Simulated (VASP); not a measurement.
# Sc12C (a cell with a defect) in VASP: further runs

Runs on Sc12C (a cell with a defect). Level: PBE. Tasks: single point.

Everything below comes from runs of VASP 6.6.1. Logs are shortened: lines on timing, memory, paths and dates and some standing lists are left out, and cuts for length are marked.

### 1 The cell of the first run

The cell holds a defect, 13 atoms: a = 6.620 Å, b = 9.930 Å, c = 5.276 Å, α = 90.00°, β = 90.00°, γ = 120.00°.

### 2 Single point, PBE

File INCAR:

```
ALGO = Normal
EDIFF = 1E-6
ENCUT = 520
GGA = PE
ISIF = 2
ISMEAR = 0
LASPH = T
LCHARG = F
LREAL = F
LWAVE = F
NBANDS = 80
NELM = 60
PREC = Accurate
SIGMA = 0.05
```

File KPOINTS:

```
k-points
0
Gamma
  3 2 3
```

File POSCAR:

```
Sc12C
1.0
    6.6200000000      0.0000000000      0.0000000000
   -4.9650000000      8.5996320000      0.0000000000
    0.0000000000      0.0000000000      5.2761400000
Sc C
12 1
Direct
   -0.0028974084     -0.0032342082     -0.0313388197
    0.1802963333      0.2404511030      0.5229436672
   -0.0047963141      0.3347718833      0.0144385858
    0.1603812403      0.5530158732      0.4940926511
    0.0014319231      0.6617106406     -0.0084567506
    0.1729959202      0.8852783468      0.4904263344
    0.4932256320     -0.0094768009     -0.0138248796
    0.6684268086      0.2262907296      0.5296025124
    0.5061511215      0.3363068327      0.0209960312
    0.6678607522      0.5517972164      0.5069982980
    0.4850050139      0.6564592531     -0.0104783042
    0.6551152898      0.8839895707      0.4888492345
    0.0103988784      0.0137767523      0.3680510752
```

Potentials or basis: VASP PAW PBE potentials, release 64 (Sc_sv, C).

Command:

```sh
$ cat potpaw_PBE.64/Sc_sv/POTCAR potpaw_PBE.64/C/POTCAR > POTCAR
$ mpirun -np 1 vasp_std > vasp.out
```

OUTCAR:

```text
EDIFF = 1E-6
   ENCUT = 520
   GGA = PE
   ISIF = 2
   ISMEAR = 0
   LASPH = T
   LREAL = F
   NELM = 60
   PREC = Accurate

 ion  position               nearest neighbor table
   1  0.997  0.997  0.969-  13 2.11   2 3.15   6 3.20  12 3.20   7 3.31   7 3.32   5 3.34   3 3.37
                            12 3.37   9 3.38   6 3.38  11 3.39
   2  0.180  0.240  0.523-  13 2.11   1 3.15  10 3.16   4 3.18   3 3.20   9 3.23   9 3.24   3 3.27
                             8 3.30   8 3.32
   3  0.995  0.335  0.014-   4 3.15   8 3.17   2 3.20  11 3.22   5 3.23   9 3.25   2 3.27   8 3.30
                             4 3.33   1 3.37   7 3.38   9 3.38
   4  0.160  0.553  0.494-   3 3.15   2 3.18   5 3.21  11 3.21   5 3.23  11 3.25  10 3.26   8 3.26
                             6 3.26  12 3.28   3 3.33  10 3.37
   5  0.001  0.662  0.992-  10 3.19   4 3.21  11 3.23   3 3.23   4 3.23   9 3.26   6 3.26   7 3.26
                             6 3.27  10 3.32   1 3.34  11 3.39
   6  0.173  0.885  0.490-  13 2.14   7 3.20  12 3.20   1 3.20   7 3.23   4 3.26   5 3.26   5 3.27
                            10 3.33   8 3.34   1 3.38  12 3.42
   7  0.493  0.991  0.986-   8 3.15   6 3.20  12 3.21  12 3.23   6 3.23   5 3.26  11 3.29   1 3.31
                             1 3.32   3 3.38   9 3.40
   8  0.668  0.226  0.530-   7 3.15   3 3.17   9 3.20  10 3.24   4 3.26   9 3.27   3 3.30   2 3.30
                             2 3.32   6 3.34  12 3.36
   9  0.506  0.336  0.021-  10 3.16   8 3.20   2 3.23   2 3.24   3 3.25  11 3.26   5 3.26   8 3.27
                            10 3.28   3 3.38   1 3.38   7 3.40
  10  0.668  0.552  0.507-   2 3.16   9 3.16   5 3.19  11 3.21   8 3.24   4 3.26   9 3.28   5 3.32
                             6 3.33  12 3.34  11 3.36   4 3.37
  11  0.485  0.656  0.990-  10 3.21   4 3.21   3 3.22   5 3.23   4 3.25   9 3.26  12 3.28  12 3.29
                             7 3.29  10 3.36   1 3.39   5 3.39
  12  0.655  0.884  0.489-  13 2.14   6 3.20   1 3.20   7 3.21   7 3.23   4 3.28  11 3.28  11 3.29
                            10 3.34   8 3.36   1 3.37   6 3.42
  13  0.010  0.014  0.368-   1 2.11   2 2.11  12 2.14   6 2.14

  LATTYP: Found a simple monoclinic cell.
 ALAT       =     6.6200000000
 B/A-ratio  =     0.7970000000
 C/A-ratio  =     1.3228756170
 COS(beta)  =    -0.1889822420

  Lattice vectors:

 A1 = (   6.6200000000,   0.0000000000,   0.0000000000)
 A2 = (   0.0000000000,   0.0000000000,   5.2761400000)
 A3 = (  -1.6550000000,  -8.5996320000,   0.0000000000)

Analysis of symmetry for initial positions (statically):
=====================================================================
 Subroutine PRICEL returns:
 Original cell was already a primitive cell.

 Routine SETGRP: Setting up the symmetry group for a
 simple monoclinic supercell.

 Subroutine GETGRP returns: Found  1 space group operations
 (whereof  1 operations were pure point group operations)
 out of a pool of  4 trial point group operations.

The static configuration has the point symmetry C_1 .

Analysis of symmetry for dynamics (positions and initial velocities):
=====================================================================
 Subroutine PRICEL returns:
 Original cell was already a primitive cell.

 Routine SETGRP: Setting up the symmetry group for a
 simple monoclinic supercell.

 Subroutine GETGRP returns: Found  1 space group operations
 (whereof  1 operations were pure point group operations)
 out of a pool of  4 trial point group operations.

The dynamic configuration has the point symmetry C_1 .

 Subroutine INISYM returns: Found  1 space group operations
 (whereof  1 operations are pure point group operations),
 and found     1 'primitive' translations

----------------------------------------------------------------------------------------

                                     Primitive cell

  volume of cell :     300.3683

  direct lattice vectors                    reciprocal lattice vectors
     6.620000000  0.000000000  0.000000000     0.151057402  0.087213034  0.000000000
    -4.965000000  8.599632000  0.000000000     0.000000000  0.116284046  0.000000000
     0.000000000  0.000000000  5.276140000     0.000000000  0.000000000  0.189532499

  length of vectors
     6.620000000  9.929999775  5.276140000     0.174426065  0.116284046  0.189532499

  position of ions in fractional coordinates (direct lattice)
     0.997102592  0.996765792  0.968661180
     0.180296333  0.240451103  0.522943667
     0.995203686  0.334771883  0.014438586
     0.160381240  0.553015873  0.494092651
     0.001431923  0.661710641  0.991543249
     0.172995920  0.885278347  0.490426334
     0.493225632  0.990523199  0.986175120
     0.668426809  0.226290730  0.529602512
     0.506151121  0.336306833  0.020996031
[... 34 lines left out ...]
     0.000000000  0.000000000  0.063177500     0.000000000  0.000000000  0.333333333

  Length of vectors
     0.058142022  0.058142023  0.063177500

  Shift w.r.t. Gamma in fractional coordinates (k-lattice)
     0.000000000  0.000000000  0.000000000

 -----------------------------------------------------------------------------
|                                                                             |
|           W    W    AA    RRRRR   N    N  II  N    N   GGGG   !!!           |
|           W    W   A  A   R    R  NN   N  II  NN   N  G    G  !!!           |
|           W    W  A    A  R    R  N N  N  II  N N  N  G       !!!           |
|           W WW W  AAAAAA  RRRRR   N  N N  II  N  N N  G  GGG   !            |
|           WW  WW  A    A  R   R   N   NN  II  N   NN  G    G                |
|           W    W  A    A  R    R  N    N  II  N    N   GGGG   !!!           |
|                                                                             |
|     Your reciprocal lattice and k-lattice belong to different lattice       |
|     classes:                                                                |
|                                                                             |
|        The reciprocal lattice is simple monoclinic,                         |
|        whereas your k-lattice is hexagonal.                                 |
|                                                                             |
|     Results are often still useful ...                                      |
|                                                                             |
 -----------------------------------------------------------------------------

 Subroutine IBZKPT returns following result:
 ===========================================

 Found     10 irreducible k-points:

 Following reciprocal coordinates:
            Coordinates               Weight
  0.000000  0.000000  0.000000      1.000000
  0.333333  0.000000  0.000000      2.000000
  0.000000  0.500000  0.000000      1.000000
  0.333333  0.500000  0.000000      2.000000
  0.000000  0.000000  0.333333      2.000000
  0.333333  0.000000  0.333333      2.000000
 -0.333333 -0.000000  0.333333      2.000000
  0.000000  0.500000  0.333333      2.000000
  0.333333  0.500000  0.333333      2.000000
 -0.333333  0.500000  0.333333      2.000000
   k-points           NKPTS =     10   k-points in BZ     NKDIM =     10   number of bands    NBANDS=     80
   number of dos      NEDOS =    301   number of ions     NIONS =     13
   total plane-waves  NPLWV = 160000
   dimension x,y,z NGX =    50 NGY =   80 NGZ =   40
   dimension x,y,z NGXF=   100 NGYF=  160 NGZF=   80
   ions per type =              12   1
   NGX,Y,Z   is equivalent  to a cutoff of  12.56, 13.39, 12.60 a.u.
   NGXF,Y,Z  is equivalent  to a cutoff of  25.11, 26.79, 25.21 a.u.
 SYSTEM =  unknown system
   PREC   = accura    normal or accurate (medium, high low for compatibility)
   ISTART =      0    job   : 0-new  1-cont  2-samecut
   ICHARG =      2    charge: 1-file 2-atom 10-const
   ISPIN  =      1    spin polarized calculation?
   LNONCOLLINEAR =      F non collinear calculations
   LSORBIT =      F    spin-orbit coupling
   LASPH  =      T    aspherical Exc in radial PAW
   ENCUT  =  520.0 eV  38.22 Ry    6.18 a.u.  12.31 18.46  9.81*2*pi/ulx,y,z
   NELM   =     60;   NELMIN=  2; NELMDL= -5     # of ELM steps
   EDIFF  = 0.1E-05   stopping-criterion for ELM
   LREAL  =      F    real-space projection
   EDIFFG = 0.1E-04   stopping-criterion for IOM
   NSW    =      0    number of steps for IOM
   IBRION =     -1    ionic relax: 0-MD 1-quasi-New 2-CG
   NFREE  =      0    steps in history (QN), initial steepest desc. (CG)
   ISIF   =      2    stress and relaxation
   ISYM   =      2    0-nonsym 1-usesym 2-fastsym
   POTIM  = 0.5000    time-step for ionic-motion
   TEBEG  =    0.0;   TEEND  =   0.0 temperature during run
   PSTRESS=    0.0 pullay stress
   NELECT =     136.0000    total number of electrons
   NUPDOWN=      -1.0000    fix difference up-down
   EMIN   =  10.00;   EMAX   =-10.00  energy-range for DOS
   EFERMI =   0.00;   METHOD = LEGACY
   ISMEAR =     0;   SIGMA  =   0.05  broadening in eV -4-tet -1-fermi 0-gaus
   EFERMI_NEDOS =   21; number of points for ismear=-14 and -15
   IALGO  =     38    algorithm
   IMIX   =      4    mixing-type and parameters
     AMIX     =   0.40;   BMIX     =  1.00
     AMIX_MAG =   1.60;   BMIX_MAG =  1.00
  volume/ion in A,a.u.               =      23.11       155.92
  Fermi-wavevector in a.u.,A,eV,Ry     =   1.257100  2.375574 21.501284  1.580300
  Thomas-Fermi vector in A             =   2.390775
   LORBIT       =      0    0 simple, 1 ext, 2 COOP (PROOUT), +10 PAW based schemes
   GGA     = PE    functional components
   LHFCALC =     F    Hartree Fock is set to
   AEXX    =    0.0000 exact exchange contribution
   IVDW    =     0    specifies the selected vdW correction
   LEPSILON=     F    determine dielectric tensor
   LRPA    =     F    only Hartree local field effects (RPA)
 non-spin polarized calculation
 Gauss-broadening in eV      SIGMA  =   0.05
  energy-cutoff  :      520.00
  volume of cell :      300.37
 maximum number of plane-waves:      8103
 NGX is ok and might be reduce to    50
   NGX = 25   NGY = 37   NGZ = 19

 number of electron     135.9999999 magnetization

 Free energy of the ion-electron system (eV)
  ---------------------------------------------------
  ext. energy  EPLUGINS =         0.00000000
  ---------------------------------------------------
  free energy    TOTEN  =       -83.81773311 eV

  energy without entropy =      -83.78847543  energy(sigma->0) =      -83.80310427

 E-fermi :   3.7446     XC(G=0):  -9.9367

 val. band max:        3.7404098419   @ k =   0.0000   0.0000   0.3333
 cond. band min:       3.7556595335   @ k =  -0.3333   0.5000   0.3333
 fundamental gap:      0.0152496916
 Fermi energy:         3.7445945721

 k-point     1 :       0.0000    0.0000    0.0000
  band No.  band energies     occupation
      1     -45.7315      2.00000
      2     -45.7093      2.00000
      3     -45.6677      2.00000
      4     -45.6432      2.00000
      5     -45.6262      2.00000
      6     -45.6126      2.00000
[... 819 lines left out ...]
     79       4.8137      0.00000
     80       4.8513      0.00000

------------------------ aborting loop because EDIFF is reached ----------------------------------------

  FORCE on cell =-STRESS in cart. coord.  units (eV):
  Direction    XX          YY          ZZ          XY          YZ          ZX
  --------------------------------------------------------------------------------------
  -------------------------------------------------------------------------------------
  Total        3.6635478      2.7632990      0.4313880      0.0346805      0.9976265     -0.1202970
  in kB       19.5415174     14.7395524      2.3010417      0.1849873      5.3213815     -0.6416694
  external PRESSURE =      12.1940372 kB  Pullay stress =       0.0000000 kB

 VOLUME and BASIS-vectors are now :
 -----------------------------------------------------------------------------
  energy-cutoff  :      520.00
  volume of cell :      300.37
      direct lattice vectors                 reciprocal lattice vectors
     6.620000000  0.000000000  0.000000000     0.151057402  0.087213034  0.000000000
    -4.965000000  8.599632000  0.000000000     0.000000000  0.116284046  0.000000000
     0.000000000  0.000000000  5.276140000     0.000000000  0.000000000  0.189532499

 POSITION                                       TOTAL-FORCE (eV/Angst)
 -----------------------------------------------------------------------------------
      1.65188      8.57182      5.11079         0.005573     -0.006512     -0.053629
     -0.00028      2.06779      2.75912        -0.001413      0.035042      0.019732
      4.92611      2.87892      0.07618         0.000110      0.002045     -0.003736
     -1.68400      4.75573      2.60690         0.002083      0.001574      0.001228
     -3.27591      5.69047      5.23152        -0.005481      0.000592      0.005189
     -3.25017      7.61307      2.58756         0.037072     -0.015042      0.007362
     -1.65279      8.51813      5.20320        -0.001071     -0.002903      0.003568
      3.30145      1.94602      2.79426         0.004502     -0.002072     -0.000143
      1.68096      2.89212      0.11078        -0.002484      0.002725      0.001084
      1.68157      4.74525      2.67499        -0.006341     -0.009019      0.005407
     -0.04859      5.64531      5.22086         0.002814      0.000016      0.004970
     -0.05215      7.60198      2.57924        -0.033422     -0.010118      0.008527
      0.00044      0.11847      1.94189        -0.001942      0.003672      0.000441
 -----------------------------------------------------------------------------------
    total drift:                               -0.000950      0.000770     -0.000690

  FREE ENERGIE OF THE ION-ELECTRON SYSTEM (eV)
  ---------------------------------------------------
  free  energy   TOTEN  =       -83.8177331125 eV

  energy  without entropy=      -83.7884754257  energy(sigma->0) =      -83.80310427
```

It took 16 min on 1 thread of AMD EPYC 7R43 (Zen 3), shared host; peak memory 0.42 GiB.

What came out:

| Property | Result |
| --- | --- |
| Free energy | -83.8177 eV |
| Pressure | 1.2 GPa |
| Largest force | 0.054 eV/Å |
| Band gap on the k mesh | zero (bands 68 and 69 overlap by 0.31 eV) |

Forces on the atoms (eV/Å):
```
Sc   0.006 -0.007 -0.054
Sc  -0.001  0.035  0.020
Sc   0.000  0.002 -0.004
Sc   0.002  0.002  0.001
Sc  -0.005  0.001  0.005
Sc   0.037 -0.015  0.007
Sc  -0.001 -0.003  0.004
Sc   0.005 -0.002  0.000
Sc  -0.002  0.003  0.001
Sc  -0.006 -0.009  0.005
Sc   0.003  0.000  0.005
Sc  -0.033 -0.010  0.009
C   -0.002  0.004  0.000
```

Caveat: the k points lie up to 0.40 Å⁻¹ apart.

### 3 Single point, PBE

File INCAR:

```
SYSTEM = Sc12C
  ALGO = Normal
  EDIFF = 1E-6
  ENCUT = 520
  GGA = PE
  ISIF = 2
  ISMEAR = 0
  LASPH = .TRUE.
  LCHARG = .TRUE.
  LELF = .TRUE.
  LREAL = .FALSE.
  LVHAR = .TRUE.
  LWAVE = .FALSE.
  NBANDS = 80
  NELM = 100
  PREC = Accurate
  SIGMA = 0.05
```

File KPOINTS:

```
k-points
0
G
  3 2 3
  0 0 0
```

File POSCAR:

```
Sc12C
1.0
    6.6200000000      0.0000000000      0.0000000000
   -4.9650000000      8.5996320000      0.0000000000
    0.0000000000      0.0000000000      5.2761400000
Sc C
12 1
Direct
    0.0025967545      0.0024955719      0.0052519456
    0.1827940018      0.2437247315      0.5041316189
   -0.0025903492      0.3393540561     -0.0014622432
    0.1568901722      0.5497951540      0.4962311463
    0.0023981384      0.6640345773     -0.0024375775
    0.1748003386      0.8789601695      0.5037942511
    0.4925294184     -0.0093436556     -0.0013204729
    0.6642795952      0.2222459054      0.5021273128
    0.5119055705      0.3448156851      0.0001595864
    0.6687913004      0.5530949464      0.4987441577
    0.4862495955      0.6587873760     -0.0029968879
    0.6470810193      0.8794812383      0.5040106972
    0.0054451277      0.0053222045      0.4603740613
```

Potentials or basis: VASP PAW PBE potentials, release 64 (Sc_sv, C).

Command:

```sh
$ cat potpaw_PBE.64/Sc_sv/POTCAR potpaw_PBE.64/C/POTCAR > POTCAR
$ mpirun -np 1 vasp_std > vasp.out
```

Wall time 13 min (1 thread of Intel Xeon 8259CL, shared host); peak memory 0.48 GiB.

It converged, with:

| Property | Result |
| --- | --- |
| Free energy | -83.5576 eV |
| Pressure | 1.4 GPa |
| Largest force | 0.550 eV/Å |
| Band gap on the k mesh | zero (bands 68 and 69 overlap by 0.34 eV) |

Forces on the atoms (eV/Å):
```
Sc   0.005 -0.022  0.062
Sc  -0.002  0.031  0.114
Sc   0.002 -0.014  0.032
Sc   0.001  0.007 -0.010
Sc   0.000 -0.003  0.004
Sc   0.045 -0.017  0.084
Sc   0.006  0.040  0.012
Sc  -0.007  0.018  0.088
Sc  -0.008 -0.024  0.057
Sc  -0.007 -0.014  0.030
Sc  -0.013  0.009 -0.004
Sc  -0.032 -0.010  0.080
C    0.010 -0.001 -0.550
```

Stress tensor (GPa, compression positive):
```
 2.41  0.01 -0.02
 0.01  2.84 -0.01
-0.02 -0.01 -1.17
```

Levels at points of the mesh, in eV from the Fermi level:
```tsv
k point	band 65	band 66	band 67	band 68	band 69	band 70
(0.00, 0.00, 0.00)	-0.41	-0.39	-0.30	-0.26	-0.22	-0.08
(0.00, 0.50, 0.00)	-0.48	-0.40	-0.35	-0.25	-0.23	0.02
```

Caveat: the k points lie up to 0.40 Å⁻¹ apart.

### 4 Single point, PBE

File INCAR:

```
ALGO = Normal ; EDIFF = 1E-7
ENCUT = 520 ; GGA = PE
ISIF = 2 ; ISMEAR = 0
LASPH = True ; LCHARG = False
LREAL = False ; LWAVE = False
NBANDS = 80 ; NELM = 100
PREC = Accurate ; SIGMA = 0.05
```

File KPOINTS:

```
k-points
0
Gamma
  3 2 3
```

File POSCAR:

```
Sc12C
1.0
    6.6200000000      0.0000000000      0.0000000000
   -4.9650000000      8.5996320000      0.0000000000
    0.0000000000      0.0000000000      5.2761400000
Sc C
12 1
Direct
   -0.0027744435     -0.0028184927      0.0309989879
    0.1801488665      0.2409851956      0.4759324051
   -0.0051785736      0.3350807337     -0.0149724988
    0.1601803781      0.5534199603      0.5061713677
    0.0010076047      0.6619128586      0.0080701043
    0.1731630922      0.8856619679      0.5092594207
    0.4931170676     -0.0093417951      0.0136103288
    0.6678239970      0.2263123585      0.4696423901
    0.5056939835      0.3364785842     -0.0220917186
    0.6676023640      0.5518204732      0.4925780969
    0.4848666982      0.6568476419      0.0113289261
    0.6556306465      0.8846197140      0.5116903645
    0.0111817088      0.0145071324      0.6315696703
```

Command:

```sh
$ cat potpaw_PBE.64/Sc_sv/POTCAR potpaw_PBE.64/C/POTCAR > POTCAR
$ mpirun -np 1 vasp_std > vasp.out
```

It took 12 min on 1 thread of Intel Xeon 8259CL, shared host; peak memory 0.49 GiB.

The run converged. Its results:

```
Free energy            : -83.8176 eV
Pressure               : 1.2 GPa
Largest force          : 0.055 eV/Å
Band gap on the k mesh : zero (bands 68 and 69 overlap by 0.31 eV)
```

Forces on the atoms (eV/Å):
```
Sc   0.002 -0.008  0.054
Sc  -0.004  0.031 -0.011
Sc   0.002 -0.002  0.001
Sc   0.004  0.002 -0.006
Sc  -0.005  0.005 -0.002
Sc   0.036 -0.023 -0.010
Sc  -0.001 -0.003  0.000
Sc   0.006  0.008  0.003
Sc  -0.001  0.000  0.005
Sc  -0.007  0.005  0.000
Sc   0.002 -0.005 -0.023
Sc  -0.035 -0.020 -0.014
C    0.000  0.010  0.003
```

Stress tensor (GPa, compression positive):
```
 1.95  0.01  0.05
 0.01  1.47 -0.54
 0.05 -0.54  0.23
```

Levels at points of the mesh, in eV from the Fermi level:
| k point | band 65 | band 66 | band 67 | band 68 | band 69 | band 70 | band 71 | band 72 |
| --- | --- | --- | --- | --- | --- | --- | --- | --- |
| (0.00, 0.00, 0.00) | -0.50 | -0.42 | -0.29 | -0.24 | -0.23 | -0.15 | 0.14 | 0.56 |
| (0.00, 0.50, 0.00) | -0.50 | -0.49 | -0.33 | -0.25 | -0.24 | 0.05 | 0.17 | 0.60 |

Caveat: the k points lie up to 0.40 Å⁻¹ apart.

(Continued in part 2 of 2.)

The gap in the log of VASP goes by the Fermi energy; the results here count the filled bands.